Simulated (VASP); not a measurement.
Runs of VASP 6.6.1 on Te2Mo. The structure is that of space group P6_3/mmc (No. 194), or close to it. The cells are those of the table. 

```csv
level,cell,smearing,gap on the mesh (eV),pressure (GPa),largest force (eV/Å)
PBE,"a = 3.542, b = 3.542, c = 13.427 Å, angles 90.0, 90.0, 120.0°, 6 atoms",fermi-dirac 0.02 eV,0.47,3.7,0.26
PBE,"a = 3.542, b = 3.437, c = 14.177 Å, angles 90.0, 90.0, 121.0°, 6 atoms",fermi-dirac 0.02 eV,(a),4.5,0.23
PBE,"a = 3.542, b = 3.542, c = 14.177 Å, angles 90.0, 90.0, 120.0°, 6 atoms",fermi-dirac 0.02 eV,0.82,(c),0.21
PBE,"a = 3.680, b = 3.680, c = 14.728 Å, angles 90.0, 90.0, 120.0°, 6 atoms",fermi-dirac 0.02 eV,(b),-2.1,0.17
r2SCAN,"a = 3.542, b = 3.542, c = 13.427 Å, angles 90.0, 90.0, 120.0°, 6 atoms",gaussian 0.01 eV,0.61,3.3,0.01
```

Alike in all rows: task single point; potentials or basis VASP PAW PBE potentials, release 64 (Te, Mo_sv); no spin polarisation; k mesh 12 × 12 × 2; cutoff (eV) 520.

Q: Fill in the values left out.

A: (a) 0.76; (b) 0.49; (c) 1.9.

Caveats: spin-orbit coupling is left out, which moves the levels of the heavy elements; this functional lacks dispersion, which binds the layers, so the pressure and a relaxed spacing across them are unreliable (some runs); the PAW data sets were made with another functional, which shifts forces and pressure a little (some runs).

A k mesh can miss the band edges, and the runs leave out spin-orbit coupling on Mo, Te.
